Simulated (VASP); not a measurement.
# Mg2Si (Fm-3m) in VASP: settings compared, part 2 of 2

VASP 6.6.1. Earlier steps stand in the parts before.

### Step 4. Single point, LDA

Input file INCAR:

```
ALGO = Normal ; EDIFF = 1E-6
ENCUT = 600 ; GGA_COMPAT = False
ISIF = 2 ; ISMEAR = 0
LASPH = True ; LCHARG = False
LREAL = False ; LWAVE = False
NBANDS = 11 ; NELM = 120
PREC = Accurate ; SIGMA = 0.01
```

Input file KPOINTS:

```
k-points
0
Gamma
  4 4 4
```

Input file POSCAR:

```
Mg2Si
1.0
    0.0000000000      3.1689705500      3.1689705500
    3.1689705500      0.0000000000      3.1689705500
    3.1689705500      3.1689705500      0.0000000000
Mg Si
2 1
Direct
    0.2500000000      0.2500000000      0.2500000000
    0.7500000000      0.7500000000      0.7500000000
    0.0000000000      0.0000000000      0.0000000000
```

Potentials or basis: VASP PAW LDA potentials, release 64 (Mg, Si).

The run is started by

```console
$ cat potpaw_LDA.64/Mg/POTCAR potpaw_LDA.64/Si/POTCAR > POTCAR
$ mpirun -np 1 vasp_std > vasp.out
```

OUTCAR:

```text
EDIFF = 1E-6
   ENCUT = 600
   ISIF = 2
   ISMEAR = 0
   LASPH = True
   LREAL = False
   NELM = 120
   PREC = Accurate

 ion  position               nearest neighbor table
   1  0.250  0.250  0.250-   3 2.74   3 2.74   3 2.74   3 2.74   2 3.17   2 3.17   2 3.17   2 3.17
                             2 3.17   2 3.17
   2  0.750  0.750  0.750-   3 2.74   3 2.74   3 2.74   3 2.74   1 3.17   1 3.17   1 3.17   1 3.17
                             1 3.17   1 3.17
   3  0.000  0.000  0.000-   2 2.74   2 2.74   2 2.74   1 2.74   1 2.74   1 2.74   2 2.74   1 2.74

  LATTYP: Found a face centered cubic cell.
 ALAT       =     6.3379411000

  Lattice vectors:

 A1 = (   0.0000000000,   3.1689705500,   3.1689705500)
 A2 = (   3.1689705500,   0.0000000000,   3.1689705500)
 A3 = (   3.1689705500,   3.1689705500,   0.0000000000)

Analysis of symmetry for initial positions (statically):
=====================================================================
 Subroutine PRICEL returns:
 Original cell was already a primitive cell.

 Routine SETGRP: Setting up the symmetry group for a
[... 164 lines left out ...]
      3       3.5744      2.00000
      4       3.5744      2.00000
      5       5.3412      0.00000
      6       6.0458      0.00000
      7       6.0458      0.00000
      8       6.0458      0.00000
      9       9.1882      0.00000
     10       9.1882      0.00000
     11       9.7960      0.00000
[... 85 lines left out ...]
 k-point     8 :      -0.2500    0.5000    0.2500
  band No.  band energies     occupation
      1      -3.5075      2.00000
      2      -0.0994      2.00000
      3      -0.0994      2.00000
      4       0.8587      2.00000
      5       6.1930      0.00000
      6       7.0398      0.00000
      7       7.0398      0.00000
      8       7.3851      0.00000
      9      11.9220      0.00000
     10      11.9220      0.00000
     11      11.9720      0.00000

------------------------ aborting loop because EDIFF is reached ----------------------------------------

  FORCE on cell =-STRESS in cart. coord.  units (eV):
  Direction    XX          YY          ZZ          XY          YZ          ZX
  --------------------------------------------------------------------------------------
  -------------------------------------------------------------------------------------
  Total       -0.9378651     -0.9378651     -0.9378651     -0.0000000     -0.0000000      0.0000000
  in kB      -23.6083883    -23.6083883    -23.6083883     -0.0000000     -0.0000000      0.0000000
  external PRESSURE =     -23.6083883 kB  Pullay stress =       0.0000000 kB

 VOLUME and BASIS-vectors are now :
 -----------------------------------------------------------------------------
  energy-cutoff  :      600.00
  volume of cell :       63.65
      direct lattice vectors                 reciprocal lattice vectors
     0.000000000  3.168970550  3.168970550    -0.157779945  0.157779945  0.157779945
     3.168970550  0.000000000  3.168970550     0.157779945 -0.157779945  0.157779945
     3.168970550  3.168970550  0.000000000     0.157779945  0.157779945 -0.157779945

 POSITION                                       TOTAL-FORCE (eV/Angst)
 -----------------------------------------------------------------------------------
      1.58449      1.58449      1.58449         0.000000      0.000000      0.000000
      4.75346      4.75346      4.75346        -0.000000      0.000000     -0.000000
      0.00000      0.00000      0.00000        -0.000000     -0.000000      0.000000
 -----------------------------------------------------------------------------------
    total drift:                               -0.000000     -0.000000     -0.000000

  FREE ENERGIE OF THE ION-ELECTRON SYSTEM (eV)
  ---------------------------------------------------
  free  energy   TOTEN  =        -9.9430863773 eV

  energy  without entropy=       -9.9430863773  energy(sigma->0) =       -9.94308638
```

It took 12 s on 1 thread of Intel Xeon 8259CL, shared host; peak memory 0.17 GiB.

What came out:

```
Free energy            : -9.9431 eV
Pressure               : -2.4 GPa
Band gap on the k mesh : 0.11 eV, indirect (least direct gap 1.77 eV)
```

Levels at points of the mesh, in eV from the valence-band top:
| k point | band 1 | band 2 | band 3 | band 4 | band 5 | band 6 | band 7 | band 8 | band 9 |
| --- | --- | --- | --- | --- | --- | --- | --- | --- | --- |
| (0.00, 0.00, 0.00) | -9.16 | 0.00 | 0.00 | 0.00 | 1.77 | 2.47 | 2.47 | 2.47 | 5.61 |
| (0.50, 0.00, 0.00) | -7.70 | -4.84 | -0.72 | -0.72 | 1.13 | 2.47 | 2.47 | 4.88 | 7.97 |
| (0.50, 0.50, 0.00) | -7.13 | -4.51 | -1.98 | -1.98 | 0.11 | 0.27 | 7.83 | 7.83 | 8.33 |

Caveat: the k points lie up to 0.43 Å⁻¹ apart.

### Step 5. Single point, r2SCAN

POSCAR is that of step 4.

Input file INCAR.step1:

```
PREC     = Accurate       # precision mode
ENCUT    = 660            # plane-wave cutoff, eV
ISMEAR   = 0              # smearing method
SIGMA    = 0.01           # smearing width, eV
LREAL    = F              # projectors in reciprocal space
LASPH    = T              # aspherical terms in the spheres
NELM     = 120            # most SCF steps
NBANDS   = 11             # bands
GGA      = PE             # functional
ALGO     = Normal         # electronic algorithm
EDIFF    = 1E-5           # SCF threshold, eV
LWAVE    = T              # write WAVECAR
LCHARG   = F              # write CHGCAR
GGA_COMPAT= F
```

Input file INCAR.step2:

```
PREC     = Accurate       # precision mode
ENCUT    = 660            # plane-wave cutoff, eV
EDIFF    = 1E-6           # SCF threshold, eV
ISMEAR   = 0              # smearing method
SIGMA    = 0.01           # smearing width, eV
LREAL    = F              # projectors in reciprocal space
LASPH    = T              # aspherical terms in the spheres
NELM     = 120            # most SCF steps
ALGO     = Normal         # electronic algorithm
ISIF     = 2              # what is computed and relaxed
LWAVE    = F              # write WAVECAR
LCHARG   = F              # write CHGCAR
METAGGA  = R2SCAN         # meta-GGA
LMIXTAU  = T            
NBANDS   = 11             # bands
ISTART   = 1            
GGA_COMPAT= F
```

Input file KPOINTS:

```
Automatic mesh
0
Gamma
  4 4 4
```

Potentials or basis: VASP PAW PBE potentials, release 64 (Mg, Si).

The run is started by

```console
$ cat potpaw_PBE.64/Mg/POTCAR potpaw_PBE.64/Si/POTCAR > POTCAR
$ cp INCAR.step1 INCAR
$ mpirun -np 1 vasp_std > vasp.out
$ cp INCAR.step2 INCAR
$ mpirun -np 1 vasp_std > vasp.out
```

It took 1.7 min on 1 thread of Intel Xeon 8259CL, shared host; peak memory 0.25 GiB.

Results (log left out):

| Quantity | Value |
| --- | --- |
| Free energy | -17.5474 eV |
| Pressure | -0.3 GPa |
| Band gap on the k mesh | 0.42 eV, indirect (least direct gap 2.47 eV) |

Levels at points of the mesh, in eV from the valence-band top:
| k point | band 2 | band 3 | band 4 | band 5 | band 6 | band 7 |
| --- | --- | --- | --- | --- | --- | --- |
| (0.00, 0.00, 0.00) | 0.00 | 0.00 | 0.00 | 2.50 | 2.82 | 2.82 |
| (0.50, 0.00, 0.00) | -4.93 | -0.74 | -0.74 | 1.73 | 2.80 | 2.80 |
| (0.50, 0.50, 0.00) | -4.57 | -2.05 | -2.05 | 0.42 | 0.73 | 8.67 |

Caveat: the k points lie up to 0.43 Å⁻¹ apart; the PAW data sets were made with another functional, which shifts forces and pressure a little. A k mesh can miss the band edges.

### Step 6. Summary

| level | potentials or basis | cutoff (eV) | gap on the mesh (eV) | pressure (GPa) |
| --- | --- | --- | --- | --- |
| PBE | VASP PAW PBE potentials, release 64 (Mg, Si) | 600 | 0.16 | 0.6 |
| LDA | VASP PAW LDA potentials, release 64 (Mg, Si) | 600 | 0.11 | -2.4 |
| r2SCAN | VASP PAW PBE potentials, release 64 (Mg, Si) | 660 | 0.42 | -0.3 |

Alike in all rows: task single point; no spin polarisation; cell as given; k mesh 4 × 4 × 4; smearing gaussian 0.01 eV.

Caveats: all runs use coarse meshes; the PAW data sets were made with another functional, which shifts forces and pressure a little (some runs).

Absolute energies hang on the potentials; compare differences alone.
